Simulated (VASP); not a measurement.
## Ag: single point with PBEsol

Ag:

```
CELL_PARAMETERS angstrom
2.93000 0.00000 0.00000
-1.46500 2.53745 0.00000
0.00000 0.00000 4.79000
ATOMIC_POSITIONS crystal
Ag 0.21510 0.43021 0.25000
Ag 0.66667 0.33333 0.75000
```

This cell differs from its parent crystal: atom 1 (Ag) moved by (+0.000, -0.600) A along x and y.

```yaml
Program: VASP 6.6.1
Task: single point
Functional: PBEsol
Potentials_or_basis: VASP PAW PBE potentials, release 64 (Ag)
Cutoff: 520 eV
k_mesh: 18 × 18 × 10
Occupations: gaussian, width 0.15 eV
Spin: no spin polarisation
Dipole_correction: no
Further_INCAR_settings: ALGO = Fast; EDIFF = 1e-07; NBANDS = 18
```

The pressure is -5.3 GPa. The largest force is 0.100 eV/Å and the band gap on the k mesh is zero (bands 11 and 12 overlap by 7.30 eV).

Forces on the atoms (eV/Å):
```
Ag   0.000  0.100  0.000
Ag   0.000 -0.100  0.000
```

Stress tensor (GPa, compression positive):
```
-4.33  0.00  0.00
 0.00 -8.73  0.00
 0.00  0.00 -2.90
```

Levels at points of the mesh, in eV from the Fermi level:
```tsv
k point	band 9	band 10	band 11	band 12	band 13	band 14
(0.00, 0.00, 0.00)	-3.67	-3.25	-2.56	-0.32	3.41	15.12
(0.50, 0.00, 0.00)	-2.89	-2.79	0.61	0.98	7.44	8.10
(0.00, 0.50, 0.00)	-2.74	-2.67	-0.75	2.19	5.26	5.48
(0.00, 0.00, 0.50)	-3.57	-3.57	-3.40	-3.40	10.78	10.78
(0.50, 0.00, 0.50)	-2.63	-2.63	0.48	0.48	4.65	4.65
(0.00, 0.50, 0.50)	-2.83	-2.83	1.88	1.88	3.19	3.19
```

Run time: 6.7 min on 1 thread of Intel Xeon 8259CL, with other jobs on the host, peak memory 0.39 GiB.

Caveat: the cell differs from its parent crystal (atom 1 (Ag) moved by (+0.000, -0.600) A along x and y); the cell stands under tension; the PAW data sets were made with another functional, which shifts forces and pressure a little.
